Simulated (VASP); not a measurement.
# C (Fmmm) in VASP: notebook, part 2 of 2

VASP 6.6.1. Earlier steps stand in the parts before.

## (3) Single point, r2SCAN (strain -0.015 along x and y, +0.030 along z)

POSCAR

```
C
1.0
    0.0000000000      2.0948551915      3.6686165711
    1.2095023860      0.0000000000      3.6686165711
    1.2095023860      2.0948551915      0.0000000000
C
2
Direct
    0.1667039277      0.8332960723      0.1667039277
    0.8332960723      0.1667039277      0.8332960723
```

INCAR.step1

```
SYSTEM = C
ALGO = Normal ; EDIFF = 1E-4
ENCUT = 520 ; GGA = PE
ISMEAR = 0 ; LASPH = .True.
LCHARG = .False. ; LREAL = .False.
LWAVE = .True. ; NBANDS = 11
NELM = 80 ; PREC = Accurate
SIGMA = 0.05
```

INCAR.step2

```
SYSTEM = C
ALGO = Normal ; EDIFF = 1E-6
ENCUT = 520 ; ISIF = 2
ISMEAR = 0 ; ISTART = 1
LASPH = .True. ; LCHARG = .False.
LMIXTAU = .True. ; LREAL = .False.
LWAVE = .False. ; METAGGA = R2SCAN
NBANDS = 11 ; NELM = 80
PREC = Accurate ; SIGMA = 0.05
```

KPOINTS

```
k-points
0
Gamma
  14 14 14
  0 0 0
```

Potentials or basis: VASP PAW PBE potentials, release 64 (C).

Command:

```bash
cat potpaw_PBE.64/C/POTCAR > POTCAR
cp INCAR.step1 INCAR
mpirun -np 1 vasp_std > vasp.out
cp INCAR.step2 INCAR
mpirun -np 1 vasp_std > vasp.out
```

Wall time 6.8 min (1 thread of AMD EPYC 7R13 (Zen 3), shared host); peak memory 0.16 GiB.

Results (log left out):

```yaml
Free_energy: -19.8369 eV
Pressure: 13.2 GPa
Largest_force: 0.007 eV/Å
Band_gap_on_the_k_mesh: 0.81 eV, indirect (least direct gap 0.93 eV)
```

Forces on the atoms (eV/Å):
```
C    0.000 -0.007  0.000
C    0.000  0.007  0.000
```

Stress tensor (GPa, compression positive):
```
20.10  0.00  0.00
 0.00 20.07  0.00
 0.00  0.00 -0.65
```

Levels at points of the mesh, in eV from the valence-band top:
| k point | band 1 | band 2 | band 3 | band 4 | band 5 | band 6 | band 7 | band 8 |
| --- | --- | --- | --- | --- | --- | --- | --- | --- |
| (0.00, 0.00, 0.00) | -21.04 | -7.55 | -2.94 | -2.94 | 3.81 | 9.28 | 9.32 | 13.35 |
| (0.50, 0.00, 0.00) | -15.23 | -14.14 | -6.71 | -2.37 | 2.06 | 8.51 | 12.94 | 13.61 |
| (0.50, 0.50, 0.00) | -20.90 | -8.78 | -2.95 | -2.93 | 9.08 | 9.28 | 9.29 | 13.42 |
| (0.50, 0.00, 0.50) | -15.28 | -14.17 | -6.70 | -1.92 | 2.65 | 8.61 | 11.62 | 11.76 |
| (0.00, 0.50, 0.50) | -15.18 | -14.09 | -6.72 | -2.77 | 1.55 | 8.40 | 14.33 | 16.80 |

Caveat: the cell differs from its parent crystal (strain -0.015 along x and y, +0.030 along z); the PAW data sets were made with another functional, which shifts forces and pressure a little. A k mesh can miss the band edges.

## (4) Single point, r2SCAN (strain +0.015 along x and y, -0.030 along z)

POSCAR

```
C
1.0
    0.0000000000      2.1586578877      3.4549107515
    1.2463400222      0.0000000000      3.4549107515
    1.2463400222      2.1586578877      0.0000000000
C
2
Direct
    0.1667039277      0.8332960723      0.1667039277
    0.8332960723      0.1667039277      0.8332960723
```

INCAR.step1

```
SYSTEM = C
PREC = Accurate
ENCUT = 520
ISMEAR = 0
SIGMA = 0.05
LREAL = .False.
LASPH = .True.
NELM = 60
NBANDS = 11
GGA = PE
ALGO = Normal
EDIFF = 1E-4
LWAVE = .True.
LCHARG = .False.
```

INCAR.step2

```
SYSTEM = C
PREC = Accurate
ENCUT = 520
EDIFF = 1E-6
ISMEAR = 0
SIGMA = 0.05
LREAL = .False.
LASPH = .True.
NELM = 60
ALGO = Normal
ISIF = 2
LWAVE = .False.
LCHARG = .False.
METAGGA = R2SCAN
LMIXTAU = .True.
NBANDS = 11
ISTART = 1
```

KPOINTS

```
Automatic mesh
0
Gamma
  14 14 14
  0 0 0
```

Command:

```bash
cat potpaw_PBE.64/C/POTCAR > POTCAR
cp INCAR.step1 INCAR
mpirun -np 1 vasp_std > vasp.out
cp INCAR.step2 INCAR
mpirun -np 1 vasp_std > vasp.out
```

Run time: 7.8 min. Hardware: 1 thread of AMD EPYC 7R13 (Zen 3), shared host; peak memory 0.16 GiB.

The run converged. Its results:

```yaml
Free_energy: -19.8469 eV
Pressure: -10.8 GPa
Largest_force: 0.008 eV/Å
Band_gap_on_the_k_mesh: 0.46 eV, indirect (least direct gap 0.56 eV)
```

Forces in eV/Å, atoms in the order of the input:
```
C    0.000  0.008  0.000
C    0.000 -0.008  0.000
```

Stress tensor (GPa, compression positive):
```
-16.57   0.00   0.00
  0.00 -16.56   0.00
  0.00   0.00   0.81
```

Levels at points of the mesh, in eV from the valence-band top:
| k point | band 1 | band 2 | band 3 | band 4 | band 5 | band 6 | band 7 | band 8 |
| --- | --- | --- | --- | --- | --- | --- | --- | --- |
| (0.00, 0.00, 0.00) | -20.60 | -6.89 | -3.23 | -3.22 | 4.34 | 8.41 | 8.48 | 11.87 |
| (0.50, 0.00, 0.00) | -15.16 | -13.80 | -6.70 | -2.46 | 1.73 | 7.31 | 12.77 | 13.85 |
| (0.50, 0.50, 0.00) | -20.36 | -8.65 | -3.25 | -3.22 | 8.39 | 8.44 | 10.52 | 12.00 |
| (0.50, 0.00, 0.50) | -15.25 | -13.87 | -6.68 | -1.77 | 2.51 | 7.48 | 11.47 | 11.61 |
| (0.00, 0.50, 0.50) | -15.07 | -13.73 | -6.73 | -3.07 | 1.07 | 7.14 | 14.07 | 17.63 |

Caveat: the cell differs from its parent crystal (strain +0.015 along x and y, -0.030 along z); the PAW data sets were made with another functional, which shifts forces and pressure a little.

## (5) Single point, r2SCAN (strain +0.000 along x and y, +0.015 along z)

POSCAR

```
C
1.0
    0.0000000000      2.1267565396      3.6151901162
    1.2279212041      0.0000000000      3.6151901162
    1.2279212041      2.1267565396      0.0000000000
C
2
Direct
    0.1667039277      0.8332960723      0.1667039277
    0.8332960723      0.1667039277      0.8332960723
```

INCAR.step1

```
SYSTEM = C
PREC = Accurate ; ENCUT = 520
ISMEAR = 0 ; SIGMA = 0.05
LREAL = .FALSE. ; LASPH = .TRUE.
NELM = 80 ; NBANDS = 11
GGA = PE ; ALGO = Normal
EDIFF = 1E-4 ; LWAVE = .TRUE.
LCHARG = .FALSE.
```

INCAR.step2

```
SYSTEM = C
PREC = Accurate ; ENCUT = 520
EDIFF = 1E-7 ; ISMEAR = 0
SIGMA = 0.05 ; LREAL = .FALSE.
LASPH = .TRUE. ; NELM = 80
ALGO = Normal ; ISIF = 2
LWAVE = .FALSE. ; LCHARG = .TRUE.
METAGGA = R2SCAN ; LMIXTAU = .TRUE.
LELF = .TRUE. ; LVHAR = .TRUE.
NBANDS = 11 ; ISTART = 1
```

KPOINTS

```
regular mesh
0
G
  14 14 14
  0 0 0
```

Potentials or basis: VASP PAW PBE potentials, release 64 (C).

Command:

```bash
cat potpaw_PBE.64/C/POTCAR > POTCAR
cp INCAR.step1 INCAR
mpirun -np 1 vasp_std > vasp.out
cp INCAR.step2 INCAR
mpirun -np 1 vasp_std > vasp.out
```

OUTCAR:

```text
SYSTEM = C
   PREC = Accurate
   ENCUT = 520
   EDIFF = 1E-7
   ISMEAR = 0
   LREAL = .FALSE.
   LASPH = .TRUE.
   NELM = 80
   ISIF = 2
   METAGGA = R2SCAN
   ISTART = 1

 ion  position               nearest neighbor table
   1  0.167  0.833  0.167-   2 1.42   2 1.42   2 1.42
   2  0.833  0.167  0.833-   1 1.42   1 1.42   1 1.42

  LATTYP: Found a face centered orthorhombic cell.
 ALAT       =     2.4558424082
 B/A-ratio  =     1.7319975683
 C/A-ratio  =     2.9441548074

  Lattice vectors:

 A1 = (   0.0000000000,   2.1267565396,   3.6151901162)
 A2 = (   1.2279212041,   0.0000000000,   3.6151901162)
 A3 = (   1.2279212041,   2.1267565396,   0.0000000000)

Analysis of symmetry for initial positions (statically):
=====================================================================
 Subroutine PRICEL returns:
 Original cell was already a primitive cell.

 Routine SETGRP: Setting up the symmetry group for a
 face centered orthorhombic supercell.

 Subroutine GETGRP returns: Found  8 space group operations
 (whereof  8 operations were pure point group operations)
[... 172 lines left out ...]
  band No.  band energies     occupation
      1     -16.8708      2.00000
      2      -3.3574      2.00000
      3       0.8443      2.00000
      4       0.8463      2.00000
      5       7.8841      0.00000
      6      12.7720      0.00000
      7      12.8211      0.00000
      8      16.5403      0.00000
      9      17.3636      0.00000
     10      28.0349      0.00000
     11      28.2458      0.00000
[... 309 lines left out ...]
 k-point    24 :       0.2857    0.1429   -0.0000
  band No.  band energies     occupation
      1     -16.2967      2.00000
      2      -3.3327      2.00000
      3      -1.0502      2.00000
      4      -0.1026      2.00000
      5      10.1558      0.00000
      6      12.8975      0.00000
      7      14.7733      0.00000
      8      14.8667      0.00000
      9      18.3605      0.00000
     10      25.0579      0.00000
     11      28.9950      0.00000

 [... further k-points ...]

------------------------ aborting loop because EDIFF is reached ----------------------------------------

  FORCE on cell =-STRESS in cart. coord.  units (eV):
  Direction    XX          YY          ZZ          XY          YZ          ZX
  --------------------------------------------------------------------------------------
  -------------------------------------------------------------------------------------
  Total        0.1224196      0.1219477     -0.0424960      0.0000000      0.0000000      0.0000000
  in kB       10.3875233     10.3474861     -3.6058666      0.0000000      0.0000000      0.0000000
  external PRESSURE =       5.7097143 kB  Pullay stress =       0.0000000 kB

 VOLUME and BASIS-vectors are now :
 -----------------------------------------------------------------------------
  energy-cutoff  :      520.00
  volume of cell :       18.88
      direct lattice vectors                 reciprocal lattice vectors
     0.000000000  2.126756540  3.615190116    -0.407192252  0.235099783  0.138305313
     1.227921204  0.000000000  3.615190116     0.407192252 -0.235099783  0.138305313
     1.227921204  2.126756540  0.000000000     0.407192252  0.235099783 -0.138305313

 POSITION                                       TOTAL-FORCE (eV/Angst)
 -----------------------------------------------------------------------------------
      1.22792      0.70908      3.61519         0.000000     -0.002528      0.000000
      1.22792      3.54444      3.61519         0.000000      0.002528      0.000000
 -----------------------------------------------------------------------------------
    total drift:                               -0.000000     -0.000000      0.000000

  FREE ENERGIE OF THE ION-ELECTRON SYSTEM (eV)
  ---------------------------------------------------
  free  energy   TOTEN  =       -19.8748879494 eV

  energy  without entropy=      -19.8748879494  energy(sigma->0) =      -19.87488795
```

It used 600 s of CPU time on 1 thread of AMD EPYC 7R13 Processor (Zen 3), on a shared host.

What came out:

- Free energy: -19.8749 eV
- Pressure: 0.6 GPa
- Band gap on the k mesh: 0.70 eV, indirect (least direct gap 0.81 eV)

Forces on the atoms (eV/Å):
```
C    0.000 -0.003  0.000
C    0.000  0.003  0.000
```

Caveat: the cell differs from its parent crystal (strain +0.000 along x and y, +0.015 along z); the PAW data sets were made with another functional, which shifts forces and pressure a little. A k mesh can miss the band edges.

## (6) Overview

```tsv
cell	gap on the mesh (eV)	pressure (GPa)	largest force (eV/Å)
a = 4.178, b = 3.812, c = 2.419 Å, angles 80.9, 64.3, 34.9°, 2 atoms	0.76	13.4	0.01
a = 4.225, b = 3.863, c = 2.419 Å, angles 81.0, 64.6, 34.4°, 2 atoms	0.81	13.2	0.01
a = 4.074, b = 3.673, c = 2.493 Å, angles 80.2, 62.7, 37.1°, 2 atoms	0.46	-10.8	0.01
a = 4.194, b = 3.818, c = 2.456 Å, angles 80.7, 64.0, 35.3°, 2 atoms	0.70	0.6	-
```

Alike in all rows: task single point; level r2SCAN; potentials or basis VASP PAW PBE potentials, release 64 (C); no spin polarisation; k mesh 14 × 14 × 14; cutoff (eV) 520; smearing gaussian 0.05 eV.

Caveats: the PAW data sets were made with another functional, which shifts forces and pressure a little.

Absolute energies hang on the potentials; compare differences alone.
